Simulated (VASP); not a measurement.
# MgB2 (P6/mmm) in VASP: further runs

MgB2 is run at these levels: PBEsol; tasks: single point.

All numbers are computed with VASP 6.6.1; they aren't measurements. Logs are shortened: lines on timing, memory, paths and dates and some standing lists are left out, and cuts for length are marked.

### Step 1. The cell of the first run

It takes space group P6/mmm (No. 191, hexagonal). The conventional cell has a = 2.817 Å, b = 2.817 Å, c = 3.224 Å, α = 90.00°, β = 90.00°, γ = 120.00°. Within 3.0 Å of Mg (site symmetry 6/mmm) lie 12 B at 2.29 Å and 6 Mg at 2.82 Å. Within 2.2 Å of B (site symmetry -6m2) lie 3 B at 1.63 Å.

### Step 2. Single point, PBEsol (strain -0.080 along x and y, -0.080 along z)

Input file INCAR:

```
SYSTEM = MgB2
ALGO = Normal ; EDIFF = 1E-6
ENCUT = 520 ; GGA = PS
ISIF = 2 ; ISMEAR = 0
LASPH = .True. ; LCHARG = .True.
LELF = .True. ; LREAL = .False.
LVHAR = .True. ; LWAVE = .False.
NBANDS = 11 ; NELM = 60
PREC = Accurate ; SIGMA = 0.15
```

Input file KPOINTS:

```
k-points
0
Gamma
  18 18 14
  0 0 0
```

Input file POSCAR:

```
MgB2
1.0
    2.8167556995      0.0000000000      0.0000000000
   -1.4083778498      2.4393819920      0.0000000000
    0.0000000000      0.0000000000      3.2240999035
Mg B
1 2
Direct
    0.0000000000      0.0000000000      0.0000000000
    0.3333333333      0.6666666667      0.5000000000
    0.6666666667      0.3333333333      0.5000000000
```

Potentials or basis: VASP PAW PBE potentials, release 64 (Mg, B).

Started as:

```
$ cat potpaw_PBE.64/Mg/POTCAR potpaw_PBE.64/B/POTCAR > POTCAR
$ mpirun -np 1 vasp_std > vasp.out
```

OUTCAR:

```text
SYSTEM = MgB2
   EDIFF = 1E-6
   ENCUT = 520
   GGA = PS
   ISIF = 2
   ISMEAR = 0
   LASPH = .True.
   LREAL = .False.
   NELM = 60
   PREC = Accurate

 ion  position               nearest neighbor table
   1  0.000  0.000  0.000-   2 2.29   3 2.29   2 2.29   3 2.29   3 2.29   3 2.29   2 2.29   2 2.29
                             3 2.29   3 2.29   2 2.29   2 2.29
   2  0.333  0.667  0.500-   3 1.63   3 1.63   3 1.63   1 2.29   1 2.29   1 2.29   1 2.29   1 2.29
                             1 2.29
   3  0.667  0.333  0.500-   2 1.63   2 1.63   2 1.63   1 2.29   1 2.29   1 2.29   1 2.29   1 2.29
                             1 2.29

  LATTYP: Found a hexagonal cell.
 ALAT       =     2.8167556995
 C/A-ratio  =     1.1446146729

  Lattice vectors:

 A1 = (   2.8167556995,   0.0000000000,   0.0000000000)
 A2 = (  -1.4083778498,   2.4393819920,   0.0000000000)
 A3 = (   0.0000000000,   0.0000000000,   3.2240999035)

Analysis of symmetry for initial positions (statically):
=====================================================================
 Subroutine PRICEL returns:
 Original cell was already a primitive cell.

 Routine SETGRP: Setting up the symmetry group for a
 hexagonal supercell.

 Subroutine GETGRP returns: Found 24 space group operations
 (whereof 24 operations were pure point group operations)
 out of a pool of 24 trial point group operations.

The static configuration has the point symmetry D_6h.

Analysis of symmetry for dynamics (positions and initial velocities):
=====================================================================
 Subroutine PRICEL returns:
 Original cell was already a primitive cell.

 Routine SETGRP: Setting up the symmetry group for a
 hexagonal supercell.

 Subroutine GETGRP returns: Found 24 space group operations
 (whereof 24 operations were pure point group operations)
 out of a pool of 24 trial point group operations.

The dynamic configuration has the point symmetry D_6h.

 Subroutine INISYM returns: Found 24 space group operations
 (whereof 24 operations are pure point group operations),
 and found     1 'primitive' translations

----------------------------------------------------------------------------------------

                                     Primitive cell

  volume of cell :      22.1533

  direct lattice vectors                    reciprocal lattice vectors
     2.816755699  0.000000000  0.000000000     0.355018364  0.204969948  0.000000000
    -1.408377850  2.439381992  0.000000000     0.000000000  0.409939896  0.000000000
     0.000000000  0.000000000  3.224099903     0.000000000  0.000000000  0.310164086

  length of vectors
     2.816755699  2.816755700  3.224099903     0.409939896  0.409939896  0.310164086

[... 91 lines left out ...]
   TEBEG  =    0.0;   TEEND  =   0.0 temperature during run
   PSTRESS=    0.0 pullay stress
   NELECT =       8.0000    total number of electrons
   NUPDOWN=      -1.0000    fix difference up-down
   EMIN   =  10.00;   EMAX   =-10.00  energy-range for DOS
   EFERMI =   0.00;   METHOD = LEGACY
   ISMEAR =     0;   SIGMA  =   0.15  broadening in eV -4-tet -1-fermi 0-gaus
   EFERMI_NEDOS =   21; number of points for ismear=-14 and -15
   IALGO  =     38    algorithm
   IMIX   =      4    mixing-type and parameters
     AMIX     =   0.40;   BMIX     =  1.00
     AMIX_MAG =   1.60;   BMIX_MAG =  1.00
  volume/ion in A,a.u.               =       7.38        49.83
  Fermi-wavevector in a.u.,A,eV,Ry     =   1.165804  2.203051 18.491675  1.359100
  Thomas-Fermi vector in A             =   2.302326
   LORBIT       =      0    0 simple, 1 ext, 2 COOP (PROOUT), +10 PAW based schemes
   GGA     = PS    functional components
   LHFCALC =     F    Hartree Fock is set to
   AEXX    =    0.0000 exact exchange contribution
   IVDW    =     0    specifies the selected vdW correction
   LEPSILON=     F    determine dielectric tensor
   LRPA    =     F    only Hartree local field effects (RPA)
 non-spin polarized calculation
 Gauss-broadening in eV      SIGMA  =   0.15
  energy-cutoff  :      520.00
  volume of cell :       22.15
 maximum number of plane-waves:       612
 NGX is ok and might be reduce to    24
   NGX = 11   NGY = 11   NGZ = 11

 number of electron       8.0000000 magnetization

 Free energy of the ion-electron system (eV)
  ---------------------------------------------------
  ext. energy  EPLUGINS =         0.00000000
  ---------------------------------------------------
  free energy    TOTEN  =       -15.22282321 eV

  energy without entropy =      -15.21592555  energy(sigma->0) =      -15.21937438

 E-fermi :   7.3014     XC(G=0): -12.1100

 val. band max:        7.2955243266   @ k =   0.3889   0.1111   0.0000
 cond. band min:       7.3116095499   @ k =   0.1111   0.0000   0.0000
 fundamental gap:      0.0160852233
 Fermi energy:         7.3013673125

 k-point     1 :       0.0000    0.0000    0.0000
  band No.  band energies     occupation
      1      -6.8073      2.00000
      2       3.7645      2.00000
      3       7.8991      0.00000
      4       7.8991      0.00000
      5       9.5100      0.00000
      6      14.8945      0.00000
      7      14.8945      0.00000
      8      18.5143      0.00000
      9      19.8471      0.00000
     10      23.3161      0.00000
     11      26.0291      0.00000
[... 309 lines left out ...]
 k-point    24 :       0.3889    0.1111    0.0000
  band No.  band energies     occupation
      1      -2.7279      2.00000
      2      -0.6275      2.00000
      3       3.8450      2.00000
      4       7.2955      1.04393
      5      11.3022      0.00000
      6      12.5583      0.00000
      7      14.2198      0.00000
      8      17.7243      0.00000
      9      20.4516      0.00000
     10      23.4371      0.00000
     11      24.7091      0.00000

 [... further k-points ...]
[... 5 lines left out ...]
  --------------------------------------------------------------------------------------
  -------------------------------------------------------------------------------------
  Total        9.6523138      9.6523138      6.3116998     -0.0000000     -0.0000000      0.0000000
  in kB      698.0789317    698.0789317    456.4775557     -0.0000000     -0.0000000      0.0000000
  external PRESSURE =     617.5451397 kB  Pullay stress =       0.0000000 kB

 VOLUME and BASIS-vectors are now :
 -----------------------------------------------------------------------------
  energy-cutoff  :      520.00
  volume of cell :       22.15
      direct lattice vectors                 reciprocal lattice vectors
     2.816755699  0.000000000  0.000000000     0.355018364  0.204969948  0.000000000
    -1.408377850  2.439381992  0.000000000     0.000000000  0.409939896  0.000000000
     0.000000000  0.000000000  3.224099903     0.000000000  0.000000000  0.310164086

 POSITION                                       TOTAL-FORCE (eV/Angst)
 -----------------------------------------------------------------------------------
      0.00000      0.00000      0.00000        -0.000000      0.000000      0.000000
     -0.00000      1.62625      1.61205         0.000000     -0.000000      0.000000
      1.40838      0.81313      1.61205        -0.000000      0.000000     -0.000000
 -----------------------------------------------------------------------------------
    total drift:                                0.000000     -0.000000      0.000000

  FREE ENERGIE OF THE ION-ELECTRON SYSTEM (eV)
  ---------------------------------------------------
  free  energy   TOTEN  =       -15.2228232065 eV

  energy  without entropy=      -15.2159255465  energy(sigma->0) =      -15.21937438
```

It took 93 s on 1 thread of AMD EPYC 7R43 (Zen 3), shared host; peak memory 0.16 GiB.

Results:

- Free energy: -15.2228 eV
- Pressure: 61.8 GPa
- Band gap on the k mesh: zero (band 4 reaches 9.31 eV, above the bottom of band 5 at 4.79 eV)

Levels at points of the mesh, in eV from the Fermi level:
| k point | band 2 | band 3 | band 4 | band 5 | band 6 | band 7 |
| --- | --- | --- | --- | --- | --- | --- |
| (0.00, 0.00, 0.00) | -3.54 | 0.60 | 0.60 | 2.21 | 7.59 | 7.59 |
| (0.50, 0.00, 0.00) | -9.06 | -2.50 | 0.06 | 3.75 | 4.42 | 6.71 |
| (0.00, 0.00, 0.50) | -8.85 | 1.12 | 1.12 | 7.73 | 7.73 | 9.72 |
| (0.50, 0.00, 0.50) | -7.93 | -4.31 | -2.23 | -1.52 | 7.72 | 10.81 |

Caveat: the cell differs from its parent crystal (strain -0.080 along x and y, -0.080 along z); the PAW data sets were made with another functional, which shifts forces and pressure a little.

### Step 3. Single point, PBEsol (strain -0.080 along x and y, -0.040 along z)

Input file INCAR:

```
ALGO = Normal
EDIFF = 1E-6
ENCUT = 520
GGA = PS
ISIF = 2
ISMEAR = 0
LASPH = True
LCHARG = False
LREAL = False
LWAVE = False
NBANDS = 11
NELM = 80
PREC = Accurate
SIGMA = 0.15
```

Input file KPOINTS:

```
k-points
0
Gamma
  18 18 14
```

Edit POSCAR of step 2 so:

```diff
@@ -4,3 +4,3 @@
    -1.4083778498      2.4393819920      0.0000000000
-    0.0000000000      0.0000000000      3.2240999035
+    0.0000000000      0.0000000000      3.3642781601
 Mg B
```

Potentials or basis: VASP PAW PBE potentials, release 64 (Mg, B).

Started as:

```
$ cat potpaw_PBE.64/Mg/POTCAR potpaw_PBE.64/B/POTCAR > POTCAR
$ mpirun -np 1 vasp_std > vasp.out
```

OUTCAR:

```text
EDIFF = 1E-6
   ENCUT = 520
   GGA = PS
   ISIF = 2
   ISMEAR = 0
   LASPH = True
   LREAL = False
   NELM = 80
   PREC = Accurate

 ion  position               nearest neighbor table
   1  0.000  0.000  0.000-   2 2.34   3 2.34   2 2.34   3 2.34   3 2.34   3 2.34   2 2.34   2 2.34
                             3 2.34   3 2.34   2 2.34   2 2.34
   2  0.333  0.667  0.500-   3 1.63   3 1.63   3 1.63   1 2.34   1 2.34   1 2.34   1 2.34   1 2.34
                             1 2.34
   3  0.667  0.333  0.500-   2 1.63   2 1.63   2 1.63   1 2.34   1 2.34   1 2.34   1 2.34   1 2.34
                             1 2.34

  LATTYP: Found a hexagonal cell.
 ALAT       =     2.8167556995
 C/A-ratio  =     1.1943805282

  Lattice vectors:

 A1 = (   2.8167556995,   0.0000000000,   0.0000000000)
 A2 = (  -1.4083778498,   2.4393819920,   0.0000000000)
 A3 = (   0.0000000000,   0.0000000000,   3.3642781601)

Analysis of symmetry for initial positions (statically):
=====================================================================
 Subroutine PRICEL returns:
 Original cell was already a primitive cell.

 Routine SETGRP: Setting up the symmetry group for a
 hexagonal supercell.

 Subroutine GETGRP returns: Found 24 space group operations
 (whereof 24 operations were pure point group operations)
 out of a pool of 24 trial point group operations.

The static configuration has the point symmetry D_6h.

Analysis of symmetry for dynamics (positions and initial velocities):
=====================================================================
 Subroutine PRICEL returns:
 Original cell was already a primitive cell.

 Routine SETGRP: Setting up the symmetry group for a
 hexagonal supercell.

 Subroutine GETGRP returns: Found 24 space group operations
 (whereof 24 operations were pure point group operations)
 out of a pool of 24 trial point group operations.

The dynamic configuration has the point symmetry D_6h.

 Subroutine INISYM returns: Found 24 space group operations
 (whereof 24 operations are pure point group operations),
 and found     1 'primitive' translations

[... 121 lines left out ...]
   GGA     = PS    functional components
   LHFCALC =     F    Hartree Fock is set to
   AEXX    =    0.0000 exact exchange contribution
   IVDW    =     0    specifies the selected vdW correction
   LEPSILON=     F    determine dielectric tensor
   LRPA    =     F    only Hartree local field effects (RPA)
 non-spin polarized calculation
 Gauss-broadening in eV      SIGMA  =   0.15
  energy-cutoff  :      520.00
  volume of cell :       23.12
 maximum number of plane-waves:       636
 NGX is ok and might be reduce to    24
   NGX = 11   NGY = 11   NGZ = 13

 number of electron       8.0000000 magnetization

 Free energy of the ion-electron system (eV)
  ---------------------------------------------------
  ext. energy  EPLUGINS =         0.00000000
  ---------------------------------------------------
  free energy    TOTEN  =       -15.43306818 eV

  energy without entropy =      -15.42607785  energy(sigma->0) =      -15.42957302

 E-fermi :   6.9938     XC(G=0): -11.9119

 val. band max:        6.9721050270   @ k =   0.1667   0.0000   0.5000
 cond. band min:       6.9965098934   @ k =   0.1111   0.0556   0.3571
 fundamental gap:      0.0244048664
 Fermi energy:         6.9937552794

 k-point     1 :       0.0000    0.0000    0.0000
  band No.  band energies     occupation
      1      -6.9031      2.00000
      2       3.0002      2.00000
      3       7.7831      0.00000
      4       7.7831      0.00000
      5       8.3611      0.00000
      6      14.8242      0.00000
      7      14.8242      0.00000
      8      18.4586      0.00000
      9      19.3794      0.00000
     10      22.8977      0.00000
     11      25.0840      0.00000
[... 309 lines left out ...]
 k-point    24 :       0.3889    0.1111    0.0000
  band No.  band energies     occupation
      1      -2.8221      2.00000
      2      -0.7202      2.00000
      3       3.7322      2.00000
      4       6.6534      1.99867
      5      10.6090      0.00000
      6      11.9555      0.00000
      7      13.3381      0.00000
      8      16.6921      0.00000
      9      19.3990      0.00000
     10      22.3501      0.00000
     11      24.5410      0.00000

 [... further k-points ...]
[... 5 lines left out ...]
  --------------------------------------------------------------------------------------
  -------------------------------------------------------------------------------------
  Total        9.1156678      9.1156678      3.5278793     -0.0000000      0.0000000     -0.0000000
  in kB      631.7979010    631.7979010    244.5138215     -0.0000000      0.0000000     -0.0000000
  external PRESSURE =     502.7032078 kB  Pullay stress =       0.0000000 kB

 VOLUME and BASIS-vectors are now :
 -----------------------------------------------------------------------------
  energy-cutoff  :      520.00
  volume of cell :       23.12
      direct lattice vectors                 reciprocal lattice vectors
     2.816755699  0.000000000  0.000000000     0.355018364  0.204969948  0.000000000
    -1.408377850  2.439381992  0.000000000     0.000000000  0.409939896  0.000000000
     0.000000000  0.000000000  3.364278160     0.000000000  0.000000000  0.297240582

 POSITION                                       TOTAL-FORCE (eV/Angst)
 -----------------------------------------------------------------------------------
      0.00000      0.00000      0.00000        -0.000000      0.000000      0.000000
     -0.00000      1.62625      1.68214         0.000000     -0.000000     -0.000000
      1.40838      0.81313      1.68214        -0.000000      0.000000      0.000000
 -----------------------------------------------------------------------------------
    total drift:                                0.000000     -0.000000      0.000000

  FREE ENERGIE OF THE ION-ELECTRON SYSTEM (eV)
  ---------------------------------------------------
  free  energy   TOTEN  =       -15.4330681788 eV

  energy  without entropy=      -15.4260778517  energy(sigma->0) =      -15.42957302
```

It took 1.8 min on 1 thread of AMD EPYC 7R43 (Zen 3), shared host; peak memory 0.17 GiB.

What came out:

```
Free energy            : -15.4331 eV
Pressure               : 50.3 GPa
Band gap on the k mesh : zero (band 4 reaches 8.69 eV, above the bottom of band 5 at 4.63 eV)
```

Stress tensor (GPa, compression positive):
```
63.18  0.00  0.00
 0.00 63.18  0.00
 0.00  0.00 24.45
```

Caveat: the cell differs from its parent crystal (strain -0.080 along x and y, -0.040 along z); the PAW data sets were made with another functional, which shifts forces and pressure a little.
